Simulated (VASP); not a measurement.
# Au (Cmcm) in VASP: a series of runs

The runs below take Au through single point, with PBEsol, LDA, PBE.

Program: VASP 6.6.1. These are calculated values, not measurements. Logs are shortened: lines on timing, memory, paths and dates and some standing lists are left out, and cuts for length are marked.

## 1. The cell of the first run

Symmetry: Cmcm, No. 63, orthorhombic system. Conventional cell: a = 2.823 Å, b = 5.112 Å, c = 4.893 Å, α = 90.00°, β = 90.00°, γ = 90.00°. Au (site symmetry m2m) has 12 Au at 2.82 to 2.97 Å within 3.7 Å.

## 2. Single point, PBEsol

INCAR

```
SYSTEM = Au
PREC = Accurate
ENCUT = 500
EDIFF = 1E-6
ISMEAR = 1
SIGMA = 0.017
LREAL = .False.
LASPH = .True.
NELM = 120
ALGO = Normal
ISIF = 2
LWAVE = .False.
LCHARG = .False.
GGA = PS
NBANDS = 18
GGA_COMPAT = .False.
```

KPOINTS

```
Automatic mesh
0
Gamma
  2 2 1
  0 0 0
```

POSCAR

```
Au
1.0
    1.4113099650     -2.5559330250      0.0000000000
    1.4113099650      2.5559330250      0.0000000000
    0.0000000000      0.0000000000      4.8931696100
Au
2
Direct
    0.6653279700      0.3346720300      0.2500000000
    0.3346720300      0.6653279700      0.7500000000
```

Potentials or basis: VASP PAW PBE potentials, release 64 (Au).

Command:

```bash
cat potpaw_PBE.64/Au/POTCAR > POTCAR
mpirun -np 1 vasp_std > vasp.out
```

OUTCAR:

```text
SYSTEM = Au
   PREC = Accurate
   ENCUT = 500
   EDIFF = 1E-6
   ISMEAR = 1
   LREAL = .False.
   LASPH = .True.
   NELM = 120
   ISIF = 2
   GGA = PS

 ion  position               nearest neighbor table
   1  0.665  0.335  0.250-   2 2.95   2 2.95   2 2.95   2 2.95   2 2.97   2 2.97
   2  0.335  0.665  0.750-   1 2.95   1 2.95   1 2.95   1 2.95   1 2.97   1 2.97

  LATTYP: Found a base centered orthorhombic cell.
 ALAT       =     2.8226199300
 B/A-ratio  =     1.8110359088
 C/A-ratio  =     1.7335559627

  Lattice vectors:

 A1 = (   1.4113099650,  -2.5559330250,   0.0000000000)
 A2 = (   1.4113099650,   2.5559330250,   0.0000000000)
 A3 = (   0.0000000000,   0.0000000000,   4.8931696100)

Analysis of symmetry for initial positions (statically):
=====================================================================
 Subroutine PRICEL returns:
 Original cell was already a primitive cell.

 Routine SETGRP: Setting up the symmetry group for a
 base centered orthorhombic supercell.

 Subroutine GETGRP returns: Found  8 space group operations
 (whereof  4 operations were pure point group operations)
 out of a pool of  8 trial point group operations.

The static configuration has the point symmetry C_2h.
 The point group associated with its full space group is D_2h.

Analysis of symmetry for dynamics (positions and initial velocities):
=====================================================================
 Subroutine PRICEL returns:
 Original cell was already a primitive cell.

 Routine SETGRP: Setting up the symmetry group for a
 base centered orthorhombic supercell.

 Subroutine GETGRP returns: Found  8 space group operations
 (whereof  4 operations were pure point group operations)
 out of a pool of  8 trial point group operations.

The dynamic configuration has the point symmetry C_2h.
 The point group associated with its full space group is D_2h.

 Subroutine INISYM returns: Found  8 space group operations
 (whereof  4 operations are pure point group operations),
 and found     1 'primitive' translations

----------------------------------------------------------------------------------------

                                     Primitive cell

  volume of cell :      35.3014

  direct lattice vectors                    reciprocal lattice vectors
     1.411309965 -2.555933025  0.000000000     0.354280783 -0.195623279  0.000000000
[... 62 lines left out ...]
   ENCUT  =  500.0 eV  36.75 Ry    6.06 a.u.   5.32  5.32  8.92*2*pi/ulx,y,z
   NELM   =    120;   NELMIN=  2; NELMDL= -5     # of ELM steps
   EDIFF  = 0.1E-05   stopping-criterion for ELM
   LREAL  =      F    real-space projection
   EDIFFG = 0.1E-04   stopping-criterion for IOM
   NSW    =      0    number of steps for IOM
   IBRION =     -1    ionic relax: 0-MD 1-quasi-New 2-CG
   NFREE  =      0    steps in history (QN), initial steepest desc. (CG)
   ISIF   =      2    stress and relaxation
   ISYM   =      2    0-nonsym 1-usesym 2-fastsym
   POTIM  = 0.5000    time-step for ionic-motion
   TEBEG  =    0.0;   TEEND  =   0.0 temperature during run
   PSTRESS=    0.0 pullay stress
   NELECT =      22.0000    total number of electrons
   NUPDOWN=      -1.0000    fix difference up-down
   EMIN   =  10.00;   EMAX   =-10.00  energy-range for DOS
   EFERMI =   0.00;   METHOD = LEGACY
   ISMEAR =     1;   SIGMA  =   0.02  broadening in eV -4-tet -1-fermi 0-gaus
   EFERMI_NEDOS =   21; number of points for ismear=-14 and -15
   IALGO  =     38    algorithm
   IMIX   =      4    mixing-type and parameters
     AMIX     =   0.40;   BMIX     =  1.00
     AMIX_MAG =   1.60;   BMIX_MAG =  1.00
  volume/ion in A,a.u.               =      17.65       119.11
  Fermi-wavevector in a.u.,A,eV,Ry     =   1.398358  2.642513 26.604898  1.955405
  Thomas-Fermi vector in A             =   2.521524
   LORBIT       =      0    0 simple, 1 ext, 2 COOP (PROOUT), +10 PAW based schemes
   GGA     = PS    functional components
   LHFCALC =     F    Hartree Fock is set to
   AEXX    =    0.0000 exact exchange contribution
   IVDW    =     0    specifies the selected vdW correction
   LEPSILON=     F    determine dielectric tensor
   LRPA    =     F    only Hartree local field effects (RPA)
 non-spin polarized calculation
 Methfessel and Paxton  Order N= 1 SIGMA  =   0.02
  energy-cutoff  :      500.00
  volume of cell :       35.30
 maximum number of plane-waves:       900
 NGX is ok and might be reduce to    24
   NGX = 11   NGY = 11   NGZ = 17

 number of electron      21.9999997 magnetization

 Free energy of the ion-electron system (eV)
  ---------------------------------------------------
  ext. energy  EPLUGINS =         0.00000000
  ---------------------------------------------------
  free energy    TOTEN  =        -4.14492911 eV

  energy without entropy =       -4.14253131  energy(sigma->0) =       -4.14412985

 E-fermi :   9.0716     XC(G=0): -12.6937

 val. band max:        9.0715787204   @ k =   0.5000  -0.0000   0.0000
 cond. band min:       9.9102776375   @ k =   0.5000   0.5000   0.0000
 fundamental gap:      0.8386989171
 Fermi energy:         9.0715787204

 k-point     1 :       0.0000    0.0000    0.0000
  band No.  band energies     occupation
      1      -0.8768      2.00000
      2       1.4298      2.00000
      3       3.8686      2.00000
      4       3.9681      2.00000
      5       4.3332      2.00000
      6       4.5681      2.00000
[... 40 lines left out ...]
      5       4.4761      2.00000
      6       4.5616      2.00000
[... 10 lines left out ...]
     17      19.8434      0.00000
     18      24.0291      0.00000

------------------------ aborting loop because EDIFF is reached ----------------------------------------

  FORCE on cell =-STRESS in cart. coord.  units (eV):
  Direction    XX          YY          ZZ          XY          YZ          ZX
  --------------------------------------------------------------------------------------
  -------------------------------------------------------------------------------------
  Total        4.5155670      6.3618825     -3.3334026      0.0000000      0.0000000      0.0000000
  in kB      204.9418863    288.7380913   -151.2886025      0.0000000      0.0000000      0.0000000
  external PRESSURE =     114.1304583 kB  Pullay stress =       0.0000000 kB

 VOLUME and BASIS-vectors are now :
 -----------------------------------------------------------------------------
  energy-cutoff  :      500.00
  volume of cell :       35.30
      direct lattice vectors                 reciprocal lattice vectors
     1.411309965 -2.555933025  0.000000000     0.354280783 -0.195623279  0.000000000
     1.411309965  2.555933025  0.000000000     0.354280783  0.195623279  0.000000000
     0.000000000  0.000000000  4.893169610     0.000000000  0.000000000  0.204366511

 POSITION                                       TOTAL-FORCE (eV/Angst)
 -----------------------------------------------------------------------------------
      1.41131     -0.84513      1.22329         0.000000     -0.420818      0.000000
      1.41131      0.84513      3.66988         0.000000      0.420818     -0.000000
 -----------------------------------------------------------------------------------
    total drift:                                0.000000      0.000000     -0.000000

  FREE ENERGIE OF THE ION-ELECTRON SYSTEM (eV)
  ---------------------------------------------------
  free  energy   TOTEN  =        -4.1449291141 eV

  energy  without entropy=       -4.1425313084  energy(sigma->0) =       -4.14412985
```

OSZICAR:

```text
N       E                     dE             d eps       ncg     rms          rms(c)
DAV:   1     0.126400056493E+03    0.12640E+03   -0.11359E+04   108   0.115E+03
DAV:   2    -0.213212608225E+01   -0.12853E+03   -0.12338E+03   112   0.257E+02
DAV:   3    -0.484176636963E+01   -0.27096E+01   -0.26797E+01   136   0.361E+01
DAV:   4    -0.485436754474E+01   -0.12601E-01   -0.12599E-01   112   0.254E+00
DAV:   5    -0.485446310336E+01   -0.95559E-04   -0.95558E-04   126   0.245E-01    0.183E+01
DAV:   6    -0.422157340870E+01    0.63289E+00   -0.10883E+00   108   0.912E+00    0.113E+01
DAV:   7    -0.415412345289E+01    0.67450E-01   -0.22236E-01   112   0.404E+00    0.322E+00
DAV:   8    -0.414499461375E+01    0.91288E-02   -0.28896E-02   108   0.146E+00    0.440E-01
DAV:   9    -0.414492680262E+01    0.67811E-04   -0.15048E-04   114   0.971E-02    0.657E-02
DAV:  10    -0.414492923544E+01   -0.24328E-05   -0.27409E-05   124   0.363E-02    0.556E-03
DAV:  11    -0.414492911413E+01    0.12131E-06   -0.10973E-06    68   0.762E-03
   1 F= -.41449291E+01 E0= -.41441298E+01  d E =-.239781E-02
```

Wall time 6.5 s (1 thread of Intel Xeon 8259CL, shared host); peak memory 0.15 GiB.

What came out:

| Property | Result |
| --- | --- |
| Free energy | -4.1449 eV |
| Pressure | 11.4 GPa |
| Largest force | 0.421 eV/Å |
| Band gap on the k mesh | zero (band 11 reaches 9.07 eV, above the bottom of band 12 at 7.65 eV) |

Forces in eV/Å, atoms in the order of the input:
```
Au   0.000 -0.421  0.000
Au   0.000  0.421  0.000
```

Levels at points of the mesh, in eV from the Fermi level:
```
           k point  band 7  band 8  band 9  band 10  band 11  band 12  band 13  band 14  band 15  band 16
(0.00, 0.00, 0.00)   -4.25   -3.76   -3.69    -2.49    -2.47    -1.43     2.00    14.04    15.09    16.17
(0.50, 0.00, 0.00)   -3.89   -2.30   -2.18    -2.03     0.00     1.25     5.22     6.78     6.88     9.56
(0.50, 0.50, 0.00)   -3.99   -2.27   -2.26    -2.09    -0.16     0.84     4.90     6.30     6.52    10.72
```

Caveat: the k points lie up to 1.28 Å⁻¹ apart; the PAW data sets were made with another functional, which shifts forces and pressure a little; spin-orbit coupling is left out, which moves the levels of the heavy elements.

(Part 1 of 2 ends here.)
